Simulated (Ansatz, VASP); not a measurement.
Hf3SnTe8 in VASP and in Ansatz

```
Hf Sn Te
1.0
     7.29260   -4.04957    0.00000
     7.29260    4.04957    0.00000
    -0.00605    0.00000    7.01514
Hf Sn Te
3 1 8
Direct
  0.00000 0.00000 0.00000
  0.24665 0.75335 0.50000
  0.75335 0.24665 0.50000
  0.50000 0.50000 0.00000
  0.87841 0.87841 0.33053
  0.37889 0.37889 0.35459
  0.11572 0.64148 0.82780
  0.64148 0.11572 0.82780
  0.88428 0.35852 0.17220
  0.35852 0.88428 0.17220
  0.12159 0.12159 0.66947
  0.62111 0.62111 0.64541
```

Alike in both runs: functional PBE; k mesh 6 × 6 × 6; occupations gaussian, width 0.1 eV; no spin polarisation.

Ansatz relaxed the structure, and its values are those at the end. VASP's run is a single point on that final structure, the one shown.

```csv
,VASP,Ansatz
version,VASP 6.6.1,Ansatz 0.2.0
potentials or method,"VASP PAW PBE potentials, release 64 (Hf_pv, Sn_d, Te), cutoff 520 eV","scalar-relativistic, plane waves, PAW"
valence electrons in the cell,92,220
```

```csv
,VASP,Ansatz,Ansatz less VASP
gap on the k mesh at the Fermi level (eV),none,none,-
pressure (GPa),-0.1,0.0,+0.12
rms of the force components (eV/Å),0.012,0.002,-0.0101
```

A gap of «none» marks a metal or a gap that the smearing closes. VASP's potentials hold 92 valence electrons a cell and Ansatz's 220, so a difference there can come from the potentials and not from the codes.

Spin-orbit coupling is off throughout.
